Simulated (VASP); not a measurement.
A run of VASP 6.6.1 is set up as follows.

Contents of INCAR:

```
SYSTEM = HfN
ALGO = Normal ; EDIFF = 1E-6
ENCUT = 600 ; GGA = CA
GGA_COMPAT = .False. ; ISIF = 2
ISMEAR = 1 ; LASPH = .True.
LCHARG = .False. ; LREAL = .False.
LWAVE = .False. ; NBANDS = 14
NELM = 120 ; PREC = Accurate
SIGMA = 0.05
```

KPOINTS

```
k-points
0
Gamma
  6 6 6
  0 0 0
```

The input POSCAR:

```
HfN
1.0
    0.0000000000      2.4548200000      2.4548200000
    2.4548200000      0.0000000000      2.4548200000
    2.4548200000      2.4548200000      0.0000000000
Hf N
1 1
Direct
    0.0000000000      0.0000000000      0.0000000000
    0.7500000000      0.7500000000      0.7500000000
```

Potentials or basis: VASP PAW LDA potentials, release 64 (Hf_pv, N).

Launch:

```console
$ cat potpaw_LDA.64/Hf_pv/POTCAR potpaw_LDA.64/N/POTCAR > POTCAR
$ mpirun -np 1 vasp_std > vasp.out
```

Problem. Estimate the pressure.

Solution. -10.1 GPa.

Caveat: the k points lie up to 0.37 Å⁻¹ apart.
